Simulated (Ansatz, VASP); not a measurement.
Sn: VASP beside Ansatz

File POSCAR:

```
Sn
1.0
    0.0000000000      3.3157203036      3.3157203036
    3.3157203036      0.0000000000      3.3157203036
    3.3157203036      3.3157203036      0.0000000000
Sn
2
Direct
    0.0000000000      0.0000000000      0.0000000000
    0.2500000000      0.2500000000      0.2500000000
```

The input INCAR.step1:

```
  ALGO = Normal
  EDIFF = 1E-4
  ENCUT = 520
  GGA = PE
  ISMEAR = 0
  LASPH = True
  LCHARG = False
  LREAL = False
  LWAVE = True
  NBANDS = 21
  NELM = 100
  PREC = Accurate
  SIGMA = 0.1
```

The input INCAR.step2:

```
  ALGO = Normal
  EDIFF = 1E-6
  ENCUT = 520
  ISIF = 2
  ISMEAR = 0
  ISTART = 1
  LASPH = True
  LCHARG = True
  LELF = True
  LMIXTAU = True
  LREAL = False
  LVHAR = True
  LWAVE = False
  METAGGA = R2SCAN
  NBANDS = 21
  NELM = 100
  PREC = Accurate
  SIGMA = 0.1
```

File KPOINTS:

```
k-points
0
Gamma
  12 12 12
```

Input for Ansatz:

```yaml
crystal:
  lattice:
    - [0.0, 3.3157203036, 3.3157203036]
    - [3.3157203036, 0.0, 3.3157203036]
    - [3.3157203036, 3.3157203036, 0.0]
  atoms:
    - { symbol: Sn, position: [0.0, 0.0, 0.0] }
    - { symbol: Sn, position: [0.25, 0.25, 0.25] }
basis:
  ecutwfc: 500
kpoints:
  mp_grid: { grid: [12, 12, 12] }
hamiltonian:
  xc: r2scan
scf:
  occupations: { method: gaussian, width: 0.1 }
output:
  forces: true
  stress: true
  eigenvalues: true
```

Alike in both runs: task single point; functional r2SCAN; k mesh 12 × 12 × 12; occupations gaussian, width 0.1 eV; no spin polarisation.

|  | VASP | Ansatz |
| --- | --- | --- |
| version | VASP 6.6.1 | Ansatz 0.2.0 |
| potentials or method | VASP PAW PBE potentials, release 64 (Sn_d), cutoff 520 eV | scalar-relativistic, plane waves, PAW |
| valence electrons in the cell | 28 | 28 |

|  | VASP | Ansatz | Ansatz less VASP |
| --- | --- | --- | --- |
| gap on the k mesh at the Fermi level (eV) | none | none | - |
| pressure (GPa) | -1.2 | -1.2 | +0.03 |

VASP's potentials were made for PBE, not for r2SCAN. A gap of «none» marks a metal or a gap that the smearing closes.
